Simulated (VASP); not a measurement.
A run of VASP 6.6.1:

The input INCAR:

```
ALGO = Normal
EDIFF = 1E-6
EDIFFG = -0.03
ENCUT = 600
GGA = CA
IBRION = 2
ISIF = 3
ISMEAR = 1
LASPH = True
LCHARG = False
LREAL = False
LWAVE = False
NELM = 80
NSW = 50
PREC = Accurate
SIGMA = 0.1
```

File KPOINTS:

```
k-points
0
Gamma
  6 6 6
```

Contents of POSCAR:

```
AgAu
1.0
    4.0800000000      0.0000000000      0.0000000000
    0.0000000000      4.0800000000      0.0000000000
    0.0000000000      0.0000000000      4.0800000000
Au Ag
2 2
Direct
    0.0000000000      0.0000000000      0.0000000000
    0.0000000000      0.5000000000      0.5000000000
    0.5000000000      0.0000000000      0.5000000000
    0.5000000000      0.5000000000      0.0000000000
```

Potentials or basis: VASP PAW LDA potentials, release 64 (Au, Ag).

Run with:

```bash
$ cat potpaw_LDA.64/Au/POTCAR potpaw_LDA.64/Ag/POTCAR > POTCAR
$ mpirun -np 1 vasp_std > vasp.out
```

Hardware: 1 thread of Intel(R) Xeon(R) Platinum 8259CL CPU @ 2.50GHz (Skylake/Cascade Lake), with other jobs on the host.

How long does it take, and how much memory?

Run time: 2.5 min on 1 thread of Intel(R) Xeon(R) Platinum 8259CL CPU @ 2.50GHz (Skylake/Cascade Lake) (shared host), peak memory 0.23 GiB. Counts: scf iterations 29, k points 40, ion steps 3.
